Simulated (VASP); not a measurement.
# BeRu (P-6m2) in VASP: a series of runs, part 2 of 2

VASP 6.6.1. The steps go on from the part before.

## (3) Single point, PBE (volume scaled by 1.04)

INCAR

```
PREC = Accurate
ENCUT = 520
EDIFF = 1E-7
ISMEAR = -1
SIGMA = 0.05
LREAL = False
LASPH = True
NELM = 100
ALGO = Fast
ISIF = 2
LWAVE = False
LCHARG = True
GGA = PE
LELF = True
LVHAR = True
NBANDS = 15
```

KPOINTS

```
regular mesh
0
Gamma
  12 12 7
```

POSCAR

```
BeRu
1.0
    2.5322620225      0.0000000000      0.0000000000
   -1.2661310113      2.1930032355      0.0000000000
    0.0000000000      0.0000000000      3.8454648554
Be Ru
1 1
Direct
    0.0000000000      0.0000000000      0.5000000000
    0.6666666700      0.3333333300      0.0000000000
```

Potentials or basis: VASP PAW PBE potentials, release 64 (Be, Ru_pv).

On the command line:

```
$ cat potpaw_PBE.64/Be/POTCAR potpaw_PBE.64/Ru_pv/POTCAR > POTCAR
$ mpirun -np 1 vasp_std > vasp.out
```

OUTCAR:

```text
PREC = Accurate
   ENCUT = 520
   EDIFF = 1E-7
   ISMEAR = -1
   LREAL = False
   LASPH = True
   NELM = 100
   ISIF = 2
   GGA = PE

 ion  position               nearest neighbor table
   1  0.000  0.000  0.500-   2 2.42   2 2.42   2 2.42   2 2.42   2 2.42   2 2.42
   2  0.667  0.333  0.000-   1 2.42   1 2.42   1 2.42   1 2.42   1 2.42   1 2.42

  LATTYP: Found a hexagonal cell.
 ALAT       =     2.5322620225
 C/A-ratio  =     1.5185888432

  Lattice vectors:

[... 618 lines left out ...]
 [... further k-points ...]

------------------------ aborting loop because EDIFF is reached ----------------------------------------

  FORCE on cell =-STRESS in cart. coord.  units (eV):
  Direction    XX          YY          ZZ          XY          YZ          ZX
  --------------------------------------------------------------------------------------
  -------------------------------------------------------------------------------------
  Total        4.6722175      4.6722175      0.0762161     -0.0000000      0.0000000      0.0000000
  in kB      350.5394312    350.5394296      5.7182184     -0.0000000      0.0000000      0.0000000
  external PRESSURE =     235.5990264 kB  Pullay stress =       0.0000000 kB

 VOLUME and BASIS-vectors are now :
 -----------------------------------------------------------------------------
  energy-cutoff  :      520.00
  volume of cell :       21.35
      direct lattice vectors                 reciprocal lattice vectors
     2.532262022  0.000000000  0.000000000     0.394903841  0.227997840  0.000000000
    -1.266131011  2.193003235  0.000000000     0.000000000  0.455995679  0.000000000
     0.000000000  0.000000000  3.845464855     0.000000000  0.000000000  0.260046584

 POSITION                                       TOTAL-FORCE (eV/Angst)
 -----------------------------------------------------------------------------------
      0.00000      0.00000      1.92273        -0.000000      0.000000      0.000000
      1.26613      0.73100      0.00000         0.000000      0.000000      0.000000
 -----------------------------------------------------------------------------------
    total drift:                               -0.000010      0.000006      0.000000

  FREE ENERGIE OF THE ION-ELECTRON SYSTEM (eV)
  ---------------------------------------------------
  free  energy   TOTEN  =       -12.8104560352 eV

  energy  without entropy=      -12.7948592649  energy(sigma->0) =      -12.80265765
```

OSZICAR:

```text
N       E                     dE             d eps       ncg     rms          rms(c)
DAV:   1     0.115616686645E+03    0.11562E+03   -0.94271E+03  2288   0.110E+03
DAV:   2    -0.122563033642E+02   -0.12787E+03   -0.12164E+03  2588   0.316E+02
DAV:   3    -0.139472694163E+02   -0.16910E+01   -0.16832E+01  3141   0.389E+01
DAV:   4    -0.139557719377E+02   -0.85025E-02   -0.84805E-02  2485   0.309E+00
DAV:   5    -0.139558324174E+02   -0.60480E-04   -0.60475E-04  2700   0.230E-01    0.168E+01
RMM:   6    -0.130525961903E+02    0.90324E+00   -0.26330E+00  2334   0.138E+01    0.358E+00
RMM:   7    -0.128395853850E+02    0.21301E+00   -0.24197E-01  2307   0.406E+00    0.315E+00
RMM:   8    -0.128113129892E+02    0.28272E-01   -0.42179E-02  2532   0.179E+00    0.384E-01
RMM:   9    -0.128105741049E+02    0.73888E-03   -0.19941E-03  2679   0.455E-01    0.132E-01
RMM:  10    -0.128104654730E+02    0.10863E-03   -0.21506E-04  2697   0.168E-01    0.372E-02
RMM:  11    -0.128104562367E+02    0.92363E-05   -0.30769E-05  2705   0.636E-02    0.136E-02
RMM:  12    -0.128104566813E+02   -0.44455E-06   -0.33121E-06  2718   0.203E-02    0.257E-03
RMM:  13    -0.128104562719E+02    0.40939E-06   -0.64435E-07  2714   0.906E-03    0.873E-04
RMM:  14    -0.128104560495E+02    0.22235E-06   -0.10950E-07  1990   0.392E-03    0.181E-04
RMM:  15    -0.128104560352E+02    0.14276E-07   -0.11924E-08  1688   0.132E-03
   1 F= -.12810456E+02 E0= -.12802658E+02  d E =-.155968E-01
```

It took 12 s on 1 thread of Intel Xeon 6975P-C (Granite Rapids), shared host; peak memory 0.14 GiB.

What came out:

```
Free energy            : -12.8105 eV
Pressure               : 23.6 GPa
Band gap on the k mesh : zero (band 8 reaches 10.64 eV, above the bottom of band 9 at 10.24 eV)
```

## (4) Single point, PBE (volume scaled by 1.06)

INCAR

```
SYSTEM = BeRu
PREC = Accurate ; ENCUT = 520
EDIFF = 1E-6 ; ISMEAR = -1
SIGMA = 0.05 ; LREAL = .False.
LASPH = .True. ; NELM = 80
ALGO = Fast ; ISIF = 2
LWAVE = .False. ; LCHARG = .False.
GGA = PE ; NBANDS = 15
```

KPOINTS

```
Automatic mesh
0
Gamma
  12 12 7
  0 0 0
```

POSCAR

```
BeRu
1.0
    2.5483915149      0.0000000000      0.0000000000
   -1.2741957574      2.2069717856      0.0000000000
    0.0000000000      0.0000000000      3.8699589225
Be Ru
1 1
Direct
    0.0000000000      0.0000000000      0.5000000000
    0.6666666700      0.3333333300      0.0000000000
```

On the command line:

```
$ cat potpaw_PBE.64/Be/POTCAR potpaw_PBE.64/Ru_pv/POTCAR > POTCAR
$ mpirun -np 1 vasp_std > vasp.out
```

Run time: 9.4 s. Hardware: 1 thread of Intel Xeon 6975P-C (Granite Rapids), shared host; peak memory 0.14 GiB.

Results (log left out):

| Item | Value |
| --- | --- |
| Free energy | -12.8635 eV |
| Pressure | 17.7 GPa |
| Band gap on the k mesh | zero (band 8 reaches 10.36 eV, above the bottom of band 9 at 9.97 eV) |

Stress tensor (GPa, compression positive):
```
28.29  0.00  0.00
 0.00 28.29  0.00
 0.00  0.00 -3.41
```

Levels at points of the mesh, in eV from the Fermi level:
```
           k point  band 5  band 6  band 7  band 8  band 9  band 10  band 11  band 12
(0.00, 0.00, 0.00)   -5.24   -2.14   -2.14   -0.56    0.90     0.90     8.51    10.95
(0.50, 0.00, 0.00)   -4.88   -4.00   -0.92   -0.15    2.96     5.09     7.17     8.80
```

## (5) Summary

```csv
cell,further INCAR settings,gap on the mesh (eV),pressure (GPa)
"a = 2.516, b = 2.516, c = 3.821 Å, angles 90.0, 90.0, 120.0°, 2 atoms",ALGO = Fast; EDIFF = 1e-07; NBANDS = 15,none,29.9
"a = 2.532, b = 2.532, c = 3.845 Å, angles 90.0, 90.0, 120.0°, 2 atoms",ALGO = Fast; EDIFF = 1e-07; NBANDS = 15,none,23.6
"a = 2.548, b = 2.548, c = 3.870 Å, angles 90.0, 90.0, 120.0°, 2 atoms",ALGO = Fast; EDIFF = 1e-06; NBANDS = 15,none,17.7
```

Alike in all rows: task single point; level PBE; potentials or basis VASP PAW PBE potentials, release 64 (Be, Ru_pv); no spin polarisation; k mesh 12 × 12 × 7; cutoff (eV) 520; smearing fermi-dirac 0.05 eV.

Total energies depend on the potentials used, so only differences within one code and one set of settings carry meaning.
